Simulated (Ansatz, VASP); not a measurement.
**One calculation of InSb, two programs**

```
CELL_PARAMETERS angstrom
0.00000 3.04264 3.04264
3.04264 0.00000 3.04264
3.04264 3.04264 0.00000
ATOMIC_POSITIONS crystal
In 0.00000 0.00000 0.00000
Sb 0.25000 0.25000 0.25000
```

Change from the starting cell: volume scaled by 0.8, PAW files.

Alike in both runs: task single point; functional r2SCAN; k mesh 11 × 11 × 11; occupations fermi-dirac, width 0.1 eV; no spin polarisation.

|  | VASP | Ansatz |
| --- | --- | --- |
| version | VASP 6.6.1 | Ansatz 0.2.0 |
| potentials or method | VASP PAW PBE potentials, release 64 (In_d, Sb) | PAW with Ansatz's default frozen-core files, scalar-relativistic |
| plane-wave cutoff (eV) | 520 | 500 |
| valence electrons in the cell | 18 | 28 |

```csv
,VASP,Ansatz,Ansatz less VASP
pressure (GPa),16.6,16.5,-0.04
```

VASP's potentials were made for PBE, not for r2SCAN. The functional is the same, so the differences come from potentials, cutoffs and numerics. VASP's potentials hold 18 valence electrons a cell and Ansatz's 28, so a difference there can come from the potentials and not from the codes.

Spin-orbit coupling is off throughout.
